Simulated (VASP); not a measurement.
Ni3Hg: single point with PBEsol

Crystal: Ni3Hg.

```
Ni Hg
1.0
     3.74491    0.00000    0.00000
     0.00000    3.74491    0.00000
     0.00000    0.00000    3.74491
Ni Hg
3 1
Direct
  0.99466 0.50000 0.50000
  0.50000 0.00000 0.50000
  0.50000 0.50000 0.00000
  0.00000 0.00000 0.00000
```

- Program: VASP 6.6.1
- Task: single point
- Functional: PBEsol
- Potentials or basis: VASP PAW PBE potentials, release 64 (Ni, Hg)
- Cutoff: 520 eV
- k mesh: 6 × 6 × 6
- Occupations: fermi-dirac, width 0.1 eV
- Spin: collinear spin, ferromagnetic start
- Starting moments: [2.0, 2.0, 2.0, 0.0] μB

```
Pressure                                              : -6.3 GPa
Largest force                                         : 0.047 eV/Å
Net moment                                            : 1.06 μB per cell
Site moments                                          : Ni +0.36; Hg -0.01 μB
Valence electrons inside the program's atomic spheres : Ni 9.18; Hg 10.73
```

Forces on the atoms (eV/Å):
```
Ni   0.047  0.000  0.000
Ni  -0.030  0.000  0.000
Ni  -0.030  0.000  0.000
Hg   0.012  0.000  0.000
```

Levels at points of the mesh, in eV from the Fermi level:
Spin up:
| k point | band 20 | band 21 | band 22 | band 23 | band 24 | band 25 |
| --- | --- | --- | --- | --- | --- | --- |
| (0.00, 0.00, 0.00) | -0.21 | -0.21 | 1.42 | 1.42 | 1.42 | 6.19 |
| (0.50, 0.00, 0.00) | -0.78 | -0.57 | -0.21 | 6.03 | 6.03 | 6.92 |
| (0.00, 0.50, 0.00) | -0.78 | -0.57 | -0.21 | 6.03 | 6.03 | 6.92 |
| (0.50, 0.50, 0.00) | -0.93 | 0.06 | 0.37 | 0.67 | 0.67 | 9.59 |
| (0.00, 0.50, 0.50) | -0.93 | 0.06 | 0.37 | 0.67 | 0.67 | 9.59 |
| (0.50, 0.50, 0.50) | -0.70 | -0.34 | -0.34 | -0.34 | -0.30 | 2.55 |
Spin down:
```tsv
k point	band 18	band 19	band 20	band 21	band 22	band 23
(0.00, 0.00, 0.00)	0.05	0.28	0.28	0.28	1.42	1.42
(0.50, 0.00, 0.00)	-0.74	-0.67	-0.48	-0.24	0.29	6.13
(0.00, 0.50, 0.00)	-0.73	-0.67	-0.48	-0.24	0.29	6.13
(0.50, 0.50, 0.00)	-0.89	-0.64	-0.47	0.33	0.54	1.04
(0.00, 0.50, 0.50)	-0.89	-0.64	-0.47	0.33	0.54	1.04
(0.50, 0.50, 0.50)	-0.43	-0.38	-0.38	-0.31	0.11	0.11
```

Run time: 4.1 min on 1 thread of Intel Xeon 8259CL, on a shared host, peak memory 0.24 GiB.

Caveat: the cell stands under tension; the PAW data sets were made with another functional, which shifts forces and pressure a little; spin-orbit coupling is left out, which moves the levels of the heavy elements.
